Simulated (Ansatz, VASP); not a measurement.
## TiO2 in VASP and in Ansatz

```
Ti O
1.0
     5.11703    0.00000    0.00000
    -2.55851    4.43148    0.00000
     0.00000    0.00000    6.06023
Ti O
3 6
Direct
  0.46617 0.00000 0.33333
  0.00000 0.46617 0.66667
  0.53383 0.53383 0.00000
  0.41894 0.27174 0.21360
  0.72826 0.14720 0.54693
  0.85280 0.58106 0.88027
  0.27174 0.41894 0.78640
  0.14720 0.72826 0.45307
  0.58106 0.85280 0.11973
```

Change from the starting cell: strain -0.080 along x and y, +0.000 along z, atoms carried along.

Alike in both runs: task single point; functional r2SCAN; k mesh 6 × 6 × 4; occupations gaussian, width 0.05 eV; no spin polarisation.

|  | VASP | Ansatz |
| --- | --- | --- |
| version | VASP 6.6.1 | Ansatz 0.2.0 |
| potentials or method | VASP PAW PBE potentials, release 64 (Ti_sv, O), cutoff 520 eV | scalar-relativistic, plane waves, PAW |
| valence electrons in the cell | 72 | 72 |

Ansatz gave:

| Quantity | Value |
| --- | --- |
| gap on the k mesh at the Fermi level (eV) | 4.78 |
| least direct gap on the mesh (eV) | 4.78 |
| pressure (GPa) | 29.7 |
| traceless stress, the component that is largest in VASP (GPa) | -1.82 |
| rms of the force components (eV/Å) | 1.236 |

Task: Estimate VASP's values.

Result: gap on the k mesh at the Fermi level (eV): 4.76; least direct gap on the mesh (eV): 4.76; pressure (GPa): 30.8; traceless stress, the component that is largest in VASP (GPa): -1.85; rms of the force components (eV/Å): 1.289.

VASP's potentials were made for PBE, not for r2SCAN. Atom by atom the forces differ by 0.056 eV/Å (rms over components). Both programs put the cell under a high pressure, so it lies far from rest at this level.
